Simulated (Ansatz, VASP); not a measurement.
One calculation of CaHf4, two programs

```xyz
5
Lattice="5.9213 0.0000 0.0000 -2.9606 5.1280 0.0000 0.0000 0.0000 5.1210" Properties=species:S:1:pos:R:3 pbc="T T T"
Ca    0.0000    0.0000    2.5605
Hf    2.9606    0.0000    2.5605
Hf   -1.4803    2.5640    2.5605
Hf    1.4803    2.5640    2.5605
Hf    0.0000    0.0000    0.0000
```

Alike in both runs: task relaxation of cell and atoms; functional PBE; k mesh 6 × 6 × 8; occupations gaussian, width 0.1 eV; no spin polarisation.

```csv
,VASP,Ansatz
version,VASP 6.6.1,Ansatz 0.2.0
potentials or method,"VASP PAW PBE potentials, release 64 (Ca_sv, Hf_pv), cutoff 600 eV","scalar-relativistic, plane waves, PAW"
valence electrons in the cell,50,114
```

|  | VASP | Ansatz | Ansatz less VASP |
| --- | --- | --- | --- |
| gap on the k mesh at the Fermi level, each at its own relaxed structure (eV) | none | none | - |
| relaxed volume (Å³/atom) | 31.30 | 31.48 | +0.176 |
| relaxed length of the cell vector where the two differ most in proportion (Å) | 5.163 | 5.178 | +0.0154 |

A gap of «none» marks a metal or a gap that the smearing closes. VASP's potentials hold 50 valence electrons a cell and Ansatz's 114, so a difference there can come from the potentials and not from the codes.

Spin-orbit coupling is off throughout.
